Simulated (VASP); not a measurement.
# MoS2 (P-3m1) in VASP: notebook

The runs below take MoS2 through single point, with PBE+D3(BJ).

All numbers are computed with VASP 6.6.1; they aren't measurements. Logs are shortened: lines on timing, memory, paths and dates and some standing lists are left out, and cuts for length are marked.

## (1) The cell of the first run

The typed cell holds 6 atoms: a = 3.307 Å, b = 3.307 Å, c = 11.225 Å, α = 90.00°, β = 90.00°, γ = 120.00°.

## (2) Single point, PBE+D3(BJ)

Contents of INCAR:

```
SYSTEM = MoS2
  PREC = Accurate
  ENCUT = 520
  EDIFF = 1E-6
  ISMEAR = 0
  SIGMA = 0.05
  LREAL = .FALSE.
  LASPH = .TRUE.
  NELM = 100
  ALGO = Normal
  ISIF = 2
  LWAVE = .FALSE.
  LCHARG = .FALSE.
  GGA = PE
  IVDW = 12
  NBANDS = 35
```

Contents of KPOINTS:

```
regular mesh
0
G
  12 12 4
  0 0 0
```

Contents of POSCAR:

```
MoS2
1.0
    3.3068000000      0.0000000000      0.0000000000
   -1.6534000000      2.8637728052      0.0000000000
    0.0000000000      0.0000000000     11.2249000000
Mo S
2 4
Direct
    0.6666666667      0.3333333333      0.2501439769
    0.3333333333      0.6666666667      0.7498560231
    0.3333333333      0.6666666667      0.3795985159
    0.6666666667      0.3333333333      0.8793132861
    0.3333333333      0.6666666667      0.1206867139
    0.6666666667      0.3333333333      0.6204014841
```

Potentials or basis: VASP PAW PBE potentials, release 64 (Mo_sv, S).

Launch:

```bash
$ cat potpaw_PBE.64/Mo_sv/POTCAR potpaw_PBE.64/S/POTCAR > POTCAR
$ mpirun -np 1 vasp_std > vasp.out
```

OUTCAR:

```text
SYSTEM = MoS2
   PREC = Accurate
   ENCUT = 520
   EDIFF = 1E-6
   ISMEAR = 0
   LREAL = .FALSE.
   LASPH = .TRUE.
   NELM = 100
   ISIF = 2
   GGA = PE
   IVDW = 12
 IVDW          = 12

 ion  position               nearest neighbor table
   1  0.667  0.333  0.250-   3 2.40   3 2.40   3 2.40   5 2.40   5 2.40   5 2.40
   2  0.333  0.667  0.750-   6 2.40   6 2.40   6 2.40   4 2.40   4 2.40   4 2.40
   3  0.333  0.667  0.380-   1 2.40   1 2.40   1 2.40
   4  0.667  0.333  0.879-   2 2.40   2 2.40   2 2.40
   5  0.333  0.667  0.121-   1 2.40   1 2.40   1 2.40
   6  0.667  0.333  0.620-   2 2.40   2 2.40   2 2.40

  LATTYP: Found a hexagonal cell.
 ALAT       =     3.3068000000
 C/A-ratio  =     3.3944901415

  Lattice vectors:

 A1 = (   3.3068000000,   0.0000000000,   0.0000000000)
 A2 = (  -1.6534000000,   2.8637728052,   0.0000000000)
 A3 = (   0.0000000000,   0.0000000000,  11.2249000000)

Analysis of symmetry for initial positions (statically):
=====================================================================
 Subroutine PRICEL returns:
 Original cell was already a primitive cell.

 Routine SETGRP: Setting up the symmetry group for a
 hexagonal supercell.

 Subroutine GETGRP returns: Found 12 space group operations
 (whereof 12 operations were pure point group operations)
 out of a pool of 24 trial point group operations.

The static configuration has the point symmetry D_3d.

Analysis of symmetry for dynamics (positions and initial velocities):
=====================================================================
 Subroutine PRICEL returns:
 Original cell was already a primitive cell.

 Routine SETGRP: Setting up the symmetry group for a
 hexagonal supercell.

 Subroutine GETGRP returns: Found 12 space group operations
 (whereof 12 operations were pure point group operations)
 out of a pool of 24 trial point group operations.

The dynamic configuration has the point symmetry D_3d.

 Subroutine INISYM returns: Found 12 space group operations
 (whereof 12 operations are pure point group operations),
 and found     1 'primitive' translations

----------------------------------------------------------------------------------------

                                     Primitive cell

  volume of cell :     106.2989

  direct lattice vectors                    reciprocal lattice vectors
     3.306800000  0.000000000  0.000000000     0.302407161  0.174594856  0.000000000
    -1.653400000  2.863772805  0.000000000     0.000000000  0.349189712  0.000000000
     0.000000000  0.000000000 11.224900000     0.000000000  0.000000000  0.089087653

  length of vectors
     3.306800000  3.306800000 11.224900000     0.349189712  0.349189712  0.089087653

  position of ions in fractional coordinates (direct lattice)
     0.666666667  0.333333333  0.250143977
     0.333333333  0.666666667  0.749856023
     0.333333333  0.666666667  0.379598516
     0.666666667  0.333333333  0.879313286
     0.333333333  0.666666667  0.120686714
     0.666666667  0.333333333  0.620401484

  ion indices of the primitive-cell ions
   primitive index   ion index
                 1           1
                 2           2
                 3           3
                 4           4
                 5           5
                 6           6

----------------------------------------------------------------------------------------

 KPOINTS: regular mesh

Automatic generation of k-mesh.
 Grid dimensions read from file:
 generate k-points for:   12   12    4

 Generating k-lattice:

  Cartesian coordinates                     Fractional coordinates (reciprocal lattice)
     0.025200597  0.014549571  0.000000000     0.083333333  0.000000000  0.000000000
     0.000000000  0.029099143  0.000000000     0.000000000  0.083333333  0.000000000
     0.000000000  0.000000000  0.022271913     0.000000000  0.000000000  0.250000000

  Length of vectors
     0.029099143  0.029099143  0.022271913

  Shift w.r.t. Gamma in fractional coordinates (k-lattice)
     0.000000000  0.000000000  0.000000000

 Subroutine IBZKPT returns following result:
 ===========================================

 Found     69 irreducible k-points:

 Following reciprocal coordinates:
            Coordinates               Weight
  0.000000  0.000000  0.000000      1.000000
  0.083333  0.000000  0.000000      6.000000
  0.166667  0.000000  0.000000      6.000000
  0.250000  0.000000  0.000000      6.000000
  0.333333  0.000000  0.000000      6.000000
  0.416667  0.000000  0.000000      6.000000
[... 16 lines left out ...]
  0.166667  0.000000  0.250000      6.000000
  0.000000  0.166667  0.250000      6.000000
 [... further k-points ...]
   k-points           NKPTS =     69   k-points in BZ     NKDIM =     69   number of bands    NBANDS=     35
   number of dos      NEDOS =    301   number of ions     NIONS =      6
   total plane-waves  NPLWV =  65856
   dimension x,y,z NGX =    28 NGY =   28 NGZ =   84
   dimension x,y,z NGXF=    56 NGYF=   56 NGZF=  168
   ions per type =               2   4
   NGX,Y,Z   is equivalent  to a cutoff of  14.08, 14.08, 12.44 a.u.
   NGXF,Y,Z  is equivalent  to a cutoff of  28.15, 28.15, 24.88 a.u.
 SYSTEM =  MoS2
   PREC   = accura    normal or accurate (medium, high low for compatibility)
   ISTART =      0    job   : 0-new  1-cont  2-samecut
   ICHARG =      2    charge: 1-file 2-atom 10-const
   ISPIN  =      1    spin polarized calculation?
   LNONCOLLINEAR =      F non collinear calculations
   LSORBIT =      F    spin-orbit coupling
   LASPH  =      T    aspherical Exc in radial PAW
   ENCUT  =  520.0 eV  38.22 Ry    6.18 a.u.   6.15  6.15 20.87*2*pi/ulx,y,z
   NELM   =    100;   NELMIN=  2; NELMDL= -5     # of ELM steps
   EDIFF  = 0.1E-05   stopping-criterion for ELM
   LREAL  =      F    real-space projection
   EDIFFG = 0.1E-04   stopping-criterion for IOM
   NSW    =      0    number of steps for IOM
   IBRION =     -1    ionic relax: 0-MD 1-quasi-New 2-CG
   NFREE  =      0    steps in history (QN), initial steepest desc. (CG)
   ISIF   =      2    stress and relaxation
   ISYM   =      2    0-nonsym 1-usesym 2-fastsym
   POTIM  = 0.5000    time-step for ionic-motion
   TEBEG  =    0.0;   TEEND  =   0.0 temperature during run
   PSTRESS=    0.0 pullay stress
   NELECT =      52.0000    total number of electrons
   NUPDOWN=      -1.0000    fix difference up-down
   EMIN   =  10.00;   EMAX   =-10.00  energy-range for DOS
   EFERMI =   0.00;   METHOD = LEGACY
   ISMEAR =     0;   SIGMA  =   0.05  broadening in eV -4-tet -1-fermi 0-gaus
   EFERMI_NEDOS =   21; number of points for ismear=-14 and -15
   IALGO  =     38    algorithm
   IMIX   =      4    mixing-type and parameters
     AMIX     =   0.40;   BMIX     =  1.00
     AMIX_MAG =   1.60;   BMIX_MAG =  1.00
  volume/ion in A,a.u.               =      17.72       119.56
  Fermi-wavevector in a.u.,A,eV,Ry     =   1.289930  2.437615 22.639013  1.663921
  Thomas-Fermi vector in A             =   2.421793
   LORBIT       =      0    0 simple, 1 ext, 2 COOP (PROOUT), +10 PAW based schemes
   GGA     = PE    functional components
   LHFCALC =     F    Hartree Fock is set to
   AEXX    =    0.0000 exact exchange contribution
   IVDW    =    12    specifies the selected vdW correction
   LEPSILON=     F    determine dielectric tensor
   LRPA    =     F    only Hartree local field effects (RPA)
 non-spin polarized calculation
 Gauss-broadening in eV      SIGMA  =   0.05
  energy-cutoff  :      520.00
  volume of cell :      106.30
 maximum number of plane-waves:      2904
 NGX is ok and might be reduce to    28
   NGX = 13   NGY = 13   NGZ = 41

 number of electron      52.0000002 magnetization

 Free energy of the ion-electron system (eV)
  ---------------------------------------------------
  ext. energy  EPLUGINS =         0.00000000
  ---------------------------------------------------
  free energy    TOTEN  =       -43.00082378 eV

  energy without entropy =      -42.99992771  energy(sigma->0) =      -43.00037575

 E-fermi :   7.9591     XC(G=0): -10.9065

 val. band max:        7.8719941826   @ k =   0.0000   0.0833   0.2500
 cond. band min:       7.9598643401   @ k =   0.0000   0.0000   0.2500
 fundamental gap:      0.0878701575
 Fermi energy:         7.9591104444

 k-point     1 :       0.0000    0.0000    0.0000
  band No.  band energies     occupation
      1     -53.9313      2.00000
      2     -53.9313      2.00000
      3     -28.0025      2.00000
      4     -28.0022      2.00000
      5     -27.9639      2.00000
      6     -27.9639      2.00000
[... 27 lines left out ...]
     34      10.1950      0.00000
     35      12.4393      0.00000

 k-point     2 :       0.0833    0.0000    0.0000
  band No.  band energies     occupation
      1     -53.9297      2.00000
      2     -53.9297      2.00000
      3     -27.9990      2.00000
      4     -27.9987      2.00000
      5     -27.9822      2.00000
      6     -27.9822      2.00000
[... 27 lines left out ...]
     34      10.0921      0.00000
     35      12.8835      0.00000

 k-point     3 :       0.1667    0.0000    0.0000
  band No.  band energies     occupation
      1     -53.9255      2.00000
      2     -53.9254      2.00000
      3     -28.0320      2.00000
      4     -28.0320      2.00000
      5     -27.9893      2.00000
      6     -27.9890      2.00000
[... 27 lines left out ...]
     34      10.2166      0.00000
     35      13.9229      0.00000

 k-point     4 :       0.2500    0.0000    0.0000
  band No.  band energies     occupation
      1     -53.9196      2.00000
      2     -53.9196      2.00000
      3     -28.0993      2.00000
      4     -28.0993      2.00000
      5     -27.9949      2.00000
      6     -27.9949      2.00000
[... 27 lines left out ...]
     34      10.7983      0.00000
     35      14.8667      0.00000

 k-point     5 :       0.3333    0.0000    0.0000
  band No.  band energies     occupation
      1     -53.9137      2.00000
      2     -53.9137      2.00000
      3     -28.1659      2.00000
      4     -28.1659      2.00000
      5     -28.0103      2.00000
      6     -28.0103      2.00000
[... 638 lines left out ...]
 k-point    22 :       0.0000    0.0833    0.2500
  band No.  band energies     occupation
      1     -53.9297      2.00000
      2     -53.9297      2.00000
      3     -27.9989      2.00000
      4     -27.9987      2.00000
      5     -27.9822      2.00000
      6     -27.9822      2.00000
[... 27 lines left out ...]
     34      10.0457      0.00000
     35      12.8973      0.00000

 k-point    23 :       0.1667    0.0000    0.2500
  band No.  band energies     occupation
      1     -53.9255      2.00000
      2     -53.9254      2.00000
      3     -28.0320      2.00000
      4     -28.0320      2.00000
      5     -27.9892      2.00000
      6     -27.9891      2.00000
[... 27 lines left out ...]
     34      10.2052      0.00000
     35      13.9560      0.00000

 k-point    24 :       0.0000    0.1667    0.2500
  band No.  band energies     occupation
      1     -53.9255      2.00000
      2     -53.9254      2.00000
      3     -28.0320      2.00000
      4     -28.0320      2.00000
      5     -27.9892      2.00000
      6     -27.9891      2.00000
[... 27 lines left out ...]
     34      10.2052      0.00000
     35      13.9863      0.00000

 [... further k-points ...]

------------------------ aborting loop because EDIFF is reached ----------------------------------------

 Edisp (eV)   -2.56464

 E8    (eV) :    -1.0344

  FORCE on cell =-STRESS in cart. coord.  units (eV):
  Direction    XX          YY          ZZ          XY          YZ          ZX
  --------------------------------------------------------------------------------------
  -------------------------------------------------------------------------------------
  Total      -5.83422    -5.83422     8.20502     0.00000     0.00000     0.00000
  in kB     -87.93554   -87.93554   123.66913     0.00000     0.00000     0.00000
  external pressure =      -17.40 kB  Pullay stress =        0.00 kB

 VOLUME and BASIS-vectors are now :
 -----------------------------------------------------------------------------
  energy-cutoff  :      520.00
  volume of cell :      106.30
      direct lattice vectors                 reciprocal lattice vectors
     3.306800000  0.000000000  0.000000000     0.302407161  0.174594856  0.000000000
    -1.653400000  2.863772805  0.000000000     0.000000000  0.349189712  0.000000000
     0.000000000  0.000000000 11.224900000     0.000000000  0.000000000  0.089087653

 POSITION                                       TOTAL-FORCE (eV/Angst)
 -----------------------------------------------------------------------------------
      1.65340      0.95459      2.80784        -0.000000      0.000000     -0.002064
     -0.00000      1.90918      8.41706         0.000000     -0.000000      0.002064
     -0.00000      1.90918      4.26096        -0.000000      0.000000      1.032179
      1.65340      0.95459      9.87020         0.000000      0.000000      1.038184
     -0.00000      1.90918      1.35470        -0.000000     -0.000000     -1.038184
      1.65340      0.95459      6.96394         0.000000     -0.000000     -1.032179
 -----------------------------------------------------------------------------------
    total drift:                                0.000000     -0.000000      0.000000

  FREE ENERGIE OF THE ION-ELECTRON SYSTEM (eV)
  ---------------------------------------------------
  free  energy   TOTEN  =       -45.5654660768 eV

  energy  without entropy=      -45.5645700017  energy(sigma->0) =      -45.56501804
```

Run time: 2.9 min. Hardware: 1 thread of AMD EPYC 9R45 (Zen 5), shared host; peak memory 0.34 GiB.

What came out:

```
Free energy                : -45.5655 eV
Pressure                   : -1.7 GPa
Largest force              : 1.038 eV/Å
Band gap on the k mesh     : zero (bands 26 and 27 overlap by 0.30 eV)
Dispersion energy per atom : -0.427 eV
```

Forces in eV/Å, atoms in the order of the input:
```
Mo   0.000  0.000 -0.002
Mo   0.000  0.000  0.002
S    0.000  0.000  1.032
S    0.000  0.000  1.038
S    0.000  0.000 -1.038
S    0.000  0.000 -1.032
```

Caveat: forces of over 1 eV/Å act on the atoms, so gaps and moduli don't describe the material at rest.

(Continued in part 2 of 2.)
